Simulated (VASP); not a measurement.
# CaF2 (Fm-3m) in VASP: notebook, part 2 of 2

VASP 6.6.1. The steps go on from the part before.

**6. Single point, PBEsol+D3(BJ)**

This run uses another cell than the first one, of 14.67 Å³/atom.

INCAR reads:

```
SYSTEM = CaF2
PREC     = Accurate       ! precision mode
ENCUT    = 600            ! plane-wave cutoff, eV
EDIFF    = 1E-6           ! SCF threshold, eV
ISMEAR   = 0              ! smearing method
SIGMA    = 0.05           ! smearing width, eV
LREAL    = .False.        ! projectors in reciprocal space
LASPH    = .True.         ! aspherical terms in the spheres
NELM     = 120            ! most SCF steps
ALGO     = Normal         ! electronic algorithm
ISIF     = 2              ! what is computed and relaxed
LWAVE    = .False.        ! write WAVECAR
LCHARG   = .True.         ! write CHGCAR
GGA      = PS             ! functional
IVDW     = 12             ! dispersion correction
LELF     = .True.         ! ELF
LVHAR    = .True.       
NBANDS   = 19             ! bands
GGA_COMPAT= .False.
```

KPOINTS reads:

```
Automatic mesh
0
Gamma
  6 6 6
  0 0 0
```

POSCAR reads:

```
CaF2
1.0
    0.0000000000      2.8019665862      2.8019665862
    2.8019665862      0.0000000000      2.8019665862
    2.8019665862      2.8019665862      0.0000000000
Ca F
1 2
Direct
    0.0000000000      0.0000000000      0.0000000000
    0.2500000000      0.2500000000      0.2500000000
    0.7500000000      0.7500000000      0.7500000000
```

Potentials or basis: VASP PAW PBE potentials, release 64 (Ca_sv, F).

Command:

```
$ cat potpaw_PBE.64/Ca_sv/POTCAR potpaw_PBE.64/F/POTCAR > POTCAR
$ mpirun -np 1 vasp_std > vasp.out
```

OUTCAR:

```text
SYSTEM = CaF2
   PREC = Accurate
   ENCUT = 600
   EDIFF = 1E-6
   ISMEAR = 0
   LREAL = .False.
   LASPH = .True.
   NELM = 120
   ISIF = 2
   GGA = PS
   IVDW = 12
 IVDW          = 12

 ion  position               nearest neighbor table
   1  0.000  0.000  0.000-   2 2.43   3 2.43   3 2.43   3 2.43   3 2.43   2 2.43   2 2.43   2 2.43

   2  0.250  0.250  0.250-   1 2.43   1 2.43   1 2.43   1 2.43
   3  0.750  0.750  0.750-   1 2.43   1 2.43   1 2.43   1 2.43

  LATTYP: Found a face centered cubic cell.
 ALAT       =     5.6039331724

  Lattice vectors:

 A1 = (   0.0000000000,   2.8019665862,   2.8019665862)
 A2 = (   2.8019665862,   0.0000000000,   2.8019665862)
 A3 = (   2.8019665862,   2.8019665862,   0.0000000000)

Analysis of symmetry for initial positions (statically):
=====================================================================
 Subroutine PRICEL returns:
 Original cell was already a primitive cell.

 Routine SETGRP: Setting up the symmetry group for a
 face centered cubic supercell.

 Subroutine GETGRP returns: Found 48 space group operations
 (whereof 48 operations were pure point group operations)
 out of a pool of 48 trial point group operations.

The static configuration has the point symmetry O_h .

Analysis of symmetry for dynamics (positions and initial velocities):
=====================================================================
 Subroutine PRICEL returns:
 Original cell was already a primitive cell.

 Routine SETGRP: Setting up the symmetry group for a
 face centered cubic supercell.

 Subroutine GETGRP returns: Found 48 space group operations
 (whereof 48 operations were pure point group operations)
 out of a pool of 48 trial point group operations.

The dynamic configuration has the point symmetry O_h .

 Subroutine INISYM returns: Found 48 space group operations
 (whereof 48 operations are pure point group operations),
 and found     1 'primitive' translations

----------------------------------------------------------------------------------------

                                     Primitive cell

  volume of cell :      43.9966

  direct lattice vectors                    reciprocal lattice vectors
     0.000000000  2.801966586  2.801966586    -0.178446097  0.178446097  0.178446097
     2.801966586  0.000000000  2.801966586     0.178446097 -0.178446097  0.178446097
     2.801966586  2.801966586  0.000000000     0.178446097  0.178446097 -0.178446097

  length of vectors
     3.962579148  3.962579148  3.962579148     0.309077706  0.309077706  0.309077706

  position of ions in fractional coordinates (direct lattice)
     0.000000000  0.000000000  0.000000000
     0.250000000  0.250000000  0.250000000
     0.750000000  0.750000000  0.750000000

  ion indices of the primitive-cell ions
   primitive index   ion index
                 1           1
                 2           2
                 3           3

----------------------------------------------------------------------------------------

 KPOINTS: Automatic mesh

Automatic generation of k-mesh.
 Grid dimensions read from file:
 generate k-points for:    6    6    6

 Generating k-lattice:

  Cartesian coordinates                     Fractional coordinates (reciprocal lattice)
    -0.029741016  0.029741016  0.029741016     0.166666667  0.000000000  0.000000000
     0.029741016 -0.029741016  0.029741016     0.000000000  0.166666667  0.000000000
     0.029741016  0.029741016 -0.029741016     0.000000000  0.000000000  0.166666667

  Length of vectors
     0.051512951  0.051512951  0.051512951

  Shift w.r.t. Gamma in fractional coordinates (k-lattice)
     0.000000000  0.000000000  0.000000000

 Subroutine IBZKPT returns following result:
 ===========================================

 Found     16 irreducible k-points:

 Following reciprocal coordinates:
            Coordinates               Weight
  0.000000  0.000000  0.000000      1.000000
  0.166667  0.000000  0.000000      8.000000
  0.333333  0.000000  0.000000      8.000000
  0.500000  0.000000  0.000000      4.000000
  0.166667  0.166667  0.000000      6.000000
  0.333333  0.166667  0.000000     24.000000
[... 8 lines left out ...]
 -0.333333  0.333333  0.166667     24.000000
 -0.333333  0.500000  0.166667     12.000000
   k-points           NKPTS =     16   k-points in BZ     NKDIM =     16   number of bands    NBANDS=     19
   number of dos      NEDOS =    301   number of ions     NIONS =      3
   total plane-waves  NPLWV =  32768
   dimension x,y,z NGX =    32 NGY =   32 NGZ =   32
   dimension x,y,z NGXF=    64 NGYF=   64 NGZF=   64
   ions per type =               1   2
   NGX,Y,Z   is equivalent  to a cutoff of  13.43, 13.43, 13.43 a.u.
   NGXF,Y,Z  is equivalent  to a cutoff of  26.85, 26.85, 26.85 a.u.
 SYSTEM =  CaF2
   PREC   = accura    normal or accurate (medium, high low for compatibility)
   ISTART =      0    job   : 0-new  1-cont  2-samecut
   ICHARG =      2    charge: 1-file 2-atom 10-const
   ISPIN  =      1    spin polarized calculation?
   LNONCOLLINEAR =      F non collinear calculations
   LSORBIT =      F    spin-orbit coupling
   LASPH  =      T    aspherical Exc in radial PAW
   ENCUT  =  600.0 eV  44.10 Ry    6.64 a.u.   7.91  7.91  7.91*2*pi/ulx,y,z
   NELM   =    120;   NELMIN=  2; NELMDL= -5     # of ELM steps
   EDIFF  = 0.1E-05   stopping-criterion for ELM
   LREAL  =      F    real-space projection
   EDIFFG = 0.1E-04   stopping-criterion for IOM
   NSW    =      0    number of steps for IOM
   IBRION =     -1    ionic relax: 0-MD 1-quasi-New 2-CG
   NFREE  =      0    steps in history (QN), initial steepest desc. (CG)
   ISIF   =      2    stress and relaxation
   ISYM   =      2    0-nonsym 1-usesym 2-fastsym
   POTIM  = 0.5000    time-step for ionic-motion
   TEBEG  =    0.0;   TEEND  =   0.0 temperature during run
   PSTRESS=    0.0 pullay stress
   NELECT =      24.0000    total number of electrons
   NUPDOWN=      -1.0000    fix difference up-down
   EMIN   =  10.00;   EMAX   =-10.00  energy-range for DOS
   EFERMI =   0.00;   METHOD = LEGACY
   ISMEAR =     0;   SIGMA  =   0.05  broadening in eV -4-tet -1-fermi 0-gaus
   EFERMI_NEDOS =   21; number of points for ismear=-14 and -15
   IALGO  =     38    algorithm
   IMIX   =      4    mixing-type and parameters
     AMIX     =   0.40;   BMIX     =  1.00
     AMIX_MAG =   1.60;   BMIX_MAG =  1.00
  volume/ion in A,a.u.               =      14.67        98.97
  Fermi-wavevector in a.u.,A,eV,Ry     =   1.337639  2.527771 24.344611  1.789278
  Thomas-Fermi vector in A             =   2.466172
   LORBIT       =      0    0 simple, 1 ext, 2 COOP (PROOUT), +10 PAW based schemes
   GGA     = PS    functional components
   LHFCALC =     F    Hartree Fock is set to
   AEXX    =    0.0000 exact exchange contribution
   IVDW    =    12    specifies the selected vdW correction
   LEPSILON=     F    determine dielectric tensor
   LRPA    =     F    only Hartree local field effects (RPA)
 non-spin polarized calculation
 Gauss-broadening in eV      SIGMA  =   0.05
  energy-cutoff  :      600.00
  volume of cell :       44.00
 maximum number of plane-waves:      1484
   NGX = 15   NGY = 15   NGZ = 15

 number of electron      24.0000020 magnetization

 Free energy of the ion-electron system (eV)
  ---------------------------------------------------
  ext. energy  EPLUGINS =         0.00000000
  ---------------------------------------------------
  free energy    TOTEN  =       -17.82009080 eV

  energy without entropy =      -17.82009080  energy(sigma->0) =      -17.82009080

 E-fermi :  -1.1162     XC(G=0):  -9.5048

 val. band max:       -1.4712912986   @ k =   0.5000   0.5000   0.0000
 cond. band min:       5.1974893259   @ k =   0.0000   0.0000   0.0000
 fundamental gap:      6.6687806246
 Fermi energy:        -1.1162192296

 k-point     1 :       0.0000    0.0000    0.0000
  band No.  band energies     occupation
      1     -37.6612      2.00000
      2     -21.1102      2.00000
      3     -20.4360      2.00000
      4     -18.6817      2.00000
      5     -18.6817      2.00000
      6     -18.6817      2.00000
[... 11 lines left out ...]
     18       9.1591      0.00000
     19      14.6612      0.00000
[... 309 lines left out ...]
 k-point    16 :      -0.3333    0.5000    0.1667
  band No.  band energies     occupation
      1     -37.6313      2.00000
      2     -21.2596      2.00000
      3     -20.9110      2.00000
      4     -18.7598      2.00000
      5     -18.5501      2.00000
      6     -18.2273      2.00000
[... 11 lines left out ...]
     18      12.1636      0.00000
     19      12.3216      0.00000

------------------------ aborting loop because EDIFF is reached ----------------------------------------

 Edisp (eV)   -0.39410

 E8    (eV) :    -0.2566

  FORCE on cell =-STRESS in cart. coord.  units (eV):
  Direction    XX          YY          ZZ          XY          YZ          ZX
  --------------------------------------------------------------------------------------
  -------------------------------------------------------------------------------------
  Total      -2.27753    -2.27753    -2.27753     0.00000     0.00000    -0.00000
  in kB     -82.93844   -82.93844   -82.93844     0.00000     0.00000    -0.00000
  external pressure =      -82.94 kB  Pullay stress =        0.00 kB

 VOLUME and BASIS-vectors are now :
 -----------------------------------------------------------------------------
  energy-cutoff  :      600.00
  volume of cell :       44.00
      direct lattice vectors                 reciprocal lattice vectors
     0.000000000  2.801966586  2.801966586    -0.178446097  0.178446097  0.178446097
     2.801966586  0.000000000  2.801966586     0.178446097 -0.178446097  0.178446097
     2.801966586  2.801966586  0.000000000     0.178446097  0.178446097 -0.178446097

 POSITION                                       TOTAL-FORCE (eV/Angst)
 -----------------------------------------------------------------------------------
      0.00000      0.00000      0.00000         0.000000      0.000000      0.000000
      1.40098      1.40098      1.40098         0.000000      0.000000      0.000000
      4.20295      4.20295      4.20295        -0.000000     -0.000000     -0.000000
 -----------------------------------------------------------------------------------
    total drift:                                0.000000     -0.000000      0.000000

  FREE ENERGIE OF THE ION-ELECTRON SYSTEM (eV)
  ---------------------------------------------------
  free  energy   TOTEN  =       -18.2141954898 eV

  energy  without entropy=      -18.2141954898  energy(sigma->0) =      -18.21419549
```

Wall time 15 s (1 thread of Intel Xeon 6975P-C (Granite Rapids), shared host); peak memory 0.18 GiB.

Results:

```yaml
Free_energy: -18.2142 eV
Pressure: -8.3 GPa
Band_gap_on_the_k_mesh: 6.67 eV (least direct gap 6.91 eV)
Dispersion_energy_per_atom: -0.131 eV
```

Levels at points of the mesh, in eV from the valence-band top:
| k point | band 9 | band 10 | band 11 | band 12 | band 13 | band 14 | band 15 | band 16 |
| --- | --- | --- | --- | --- | --- | --- | --- | --- |
| (0.00, 0.00, 0.00) | -1.91 | -0.24 | -0.24 | -0.24 | 6.67 | 8.82 | 8.82 | 10.63 |
| (0.50, 0.00, 0.00) | -1.22 | -1.16 | -0.79 | -0.79 | 9.01 | 9.01 | 9.21 | 10.17 |
| (0.50, 0.50, 0.00) | -1.56 | -0.33 | -0.33 | 0.00 | 7.81 | 9.04 | 9.66 | 10.35 |

Caveat: three body term missing; the cell stands under tension; the PAW data sets were made with another functional, which shifts forces and pressure a little.

**7. Overview**

```tsv
cell	gap on the mesh (eV)	pressure (GPa)
a = 3.828 Å, angles 60.0°, 3 atoms	7.25	-1.2
a = 3.862 Å, angles 60.0°, 3 atoms	7.09	-3.4
a = 3.896 Å, angles 60.0°, 3 atoms	6.95	-5.3
a = 3.930 Å, angles 60.0°, 3 atoms	6.80	-6.9
a = 3.963 Å, angles 60.0°, 3 atoms	6.67	-8.3
```

Alike in all rows: task single point; level PBEsol+D3(BJ); potentials or basis VASP PAW PBE potentials, release 64 (Ca_sv, F); no spin polarisation; k mesh 6 × 6 × 6; cutoff (eV) 600; smearing gaussian 0.05 eV.

Caveats: three body term missing; the PAW data sets were made with another functional, which shifts forces and pressure a little; the cell stands under tension (at least some runs).

Absolute energies hang on the potentials; compare differences alone.
